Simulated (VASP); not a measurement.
Runs of VASP 6.6.1 on Cs. The structure is that of space group I4/mmm (No. 139), or close to it. The cells are those of the table. 

```tsv
cell	further INCAR settings	gap on the mesh (eV)	pressure (GPa)
a = 4.957 Å, angles 108.3, 108.3, 111.8°, 1 atom	ALGO = Fast; EDIFF = 1e-06; NBANDS = 10	none	0.6
a = 4.887 Å, angles 110.6, 110.6, 107.2°, 1 atom	ALGO = Fast; EDIFF = 1e-07; NBANDS = 10	none	(a)
a = 5.378 Å, angles 111.6, 111.6, 105.3°, 1 atom	ALGO = Fast; EDIFF = 1e-06; NBANDS = 10	none	0.0
a = 5.518 Å, angles 107.5, 107.5, 113.6°, 1 atom	ALGO = Fast; EDIFF = 1e-06; NBANDS = 10	none	-0.2
a = 5.389 Å, angles 105.4, 105.4, 117.9°, 1 atom	ALGO = Fast; EDIFF = 1e-06; NBANDS = 10	none	0.0
```

Alike in all rows: task single point; level PBE; potentials or basis VASP PAW PBE potentials, release 64 (Cs_sv); no spin polarisation; k mesh 12 × 12 × 12; cutoff (eV) 520; smearing gaussian 0.15 eV.

Question: Fill in the values left out.

Answer: (a) 0.8.

Caveats: spin-orbit coupling is left out, which moves the levels of the heavy elements.

A k mesh can miss the band edges, and the runs leave out spin-orbit coupling on Cs.

A gap of «none» marks levels without a gap at the run's occupations.
